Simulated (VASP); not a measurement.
Here is a VASP 6.6.1 calculation.

Contents of POSCAR:

```
N
1.0
    2.5194737886      0.0000000000      0.0000000000
   -1.2597368943      2.1819283051      0.0000000000
    0.0000000000      0.0000000000      2.4460020000
N
2
Direct
    0.3333333333      0.6666666667      0.7500000000
    0.6666666667      0.3333333333      0.2500000000
```

File INCAR.step1:

```
ALGO     = Normal         # electronic algorithm
EDIFF    = 1E-5           # SCF threshold, eV
ENCUT    = 520            # plane-wave cutoff, eV
GGA      = PE             # functional
ISIF     = 2              # what is computed and relaxed
ISMEAR   = -1             # smearing method
LASPH    = T              # aspherical terms in the spheres
LREAL    = F              # projectors in reciprocal space
LWAVE    = T              # write WAVECAR
NBANDS   = 12             # bands
NELM     = 80             # most SCF steps
PREC     = Accurate       # precision mode
SIGMA    = 0.05           # smearing width, eV
```

INCAR.step2

```
AEXX     = 0.25           # exact-exchange fraction
ALGO     = Normal         # electronic algorithm
EDIFF    = 1E-7           # SCF threshold, eV
ENCUT    = 520            # plane-wave cutoff, eV
GGA      = PE             # functional
ISIF     = 2              # what is computed and relaxed
ISMEAR   = -1             # smearing method
ISTART   = 1            
LASPH    = T              # aspherical terms in the spheres
LCHARG   = T              # write CHGCAR
LELF     = T              # ELF
LHFCALC  = T              # exact exchange
LREAL    = F              # projectors in reciprocal space
LVHAR    = T            
LWAVE    = F              # write WAVECAR
NBANDS   = 12             # bands
NELM     = 80             # most SCF steps
PREC     = Accurate       # precision mode
PRECFOCK = Normal       
SIGMA    = 0.05           # smearing width, eV
```

Contents of KPOINTS:

```
k-points
0
Gamma
  7 7 6
```

Potentials or basis: VASP PAW PBE potentials, release 64 (N).

Command:

```console
$ cat potpaw_PBE.64/N/POTCAR > POTCAR
$ cp INCAR.step1 INCAR
$ mpirun -np 1 vasp_std > vasp.out
$ cp INCAR.step2 INCAR
$ mpirun -np 1 vasp_std > vasp.out
```

Task: Estimate the band gap on the k mesh.

Result: Zero (bands 5 and 6 overlap by 5.64 eV).

Task: Predict the pressure.

Result: -1.8 GPa.

Stress tensor (GPa, compression positive):
```
  3.27   0.00   0.00
  0.00   3.27   0.00
  0.00   0.00 -11.96
```

Caveat: the k points lie up to 0.43 Å⁻¹ apart, too coarse for converged energies and pressures of a metal; the PAW data sets were made with another functional, which shifts forces and pressure a little.
